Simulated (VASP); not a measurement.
Write the native input for VASP 6.6.1 that does the following.

```
Task                   : single point
Functional             : LDA
Potentials or basis    : VASP PAW LDA potentials, release 64 (La)
Cutoff                 : 520 eV
k mesh                 : 12 × 12 × 12
Occupations            : fermi-dirac, width 0.1 eV
Spin                   : no spin polarisation
Dipole correction      : no
Further INCAR settings : ALGO = Normal; EDIFF = 1e-07; NBANDS = 12
```

The structure of La lies in POSCAR:

```
La
1.0
    0.0000000000      2.5848554207      2.5848554207
    2.5848554207      0.0000000000      2.5848554207
    2.5848554207      2.5848554207      0.0000000000
La
1
Direct
    0.0000000000      0.0000000000      0.0000000000
```

This cell differs from its parent crystal: volume scaled by 1.08.

These files were run (other wordings do the same):

INCAR

```
SYSTEM = La
ALGO = Normal
EDIFF = 1E-7
ENCUT = 520
ISIF = 2
ISMEAR = -1
LASPH = .True.
LCHARG = .True.
LELF = .True.
LREAL = .False.
LVHAR = .True.
LWAVE = .False.
NBANDS = 12
NELM = 80
PREC = Accurate
SIGMA = 0.1
```

KPOINTS

```
k-points
0
Gamma
  12 12 12
  0 0 0
```

Potentials or basis: VASP PAW LDA potentials, release 64 (La).

The run is started by

```console
$ cat potpaw_LDA.64/La/POTCAR > POTCAR
$ mpirun -np 1 vasp_std > vasp.out
```

Results of the run:

| Property | Result |
| --- | --- |
| Pressure | -2.1 GPa |

Run time: 37 s on 1 thread of Intel(R) Xeon(R) Platinum 8175M CPU @ 2.50GHz (Skylake/Cascade Lake), with other jobs on the host, peak memory 0.17 GiB.
